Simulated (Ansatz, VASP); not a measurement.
## Ca: VASP beside Ansatz

```
Ca
1.0
    -1.98468    2.20520    2.19611
     1.98468   -2.20520    2.19611
     1.98468    2.20520   -2.19611
Ca
1
Direct
  0.50000 0.50000 0.00000
```

Change from the starting cell: strain -0.1000 x Voigt [1, 0, 0, 0, 0, 0], atoms carried along.

Alike in both runs: task single point; functional PBEsol; k mesh 16 × 16 × 16; occupations gaussian, width 0.15 eV; no spin polarisation.

|  | VASP | Ansatz |
| --- | --- | --- |
| version | VASP 6.6.1 | Ansatz 0.2.0 |
| potentials or method | VASP PAW PBE potentials, release 64 (Ca_sv), cutoff 520 eV | scalar-relativistic, plane waves, PAW |
| valence electrons in the cell | 10 | 10 |

|  | VASP | Ansatz | Ansatz less VASP |
| --- | --- | --- | --- |
| gap on the k mesh at the Fermi level (eV) | none | none | - |
| pressure (GPa) | 1.0 | 1.0 | -0.02 |
| traceless stress, the component that is largest in VASP (GPa) | 0.31 | 0.31 | -0.003 |

VASP's potentials were made for PBE, not for PBEsol. A gap of «none» marks a metal or a gap that the smearing closes.
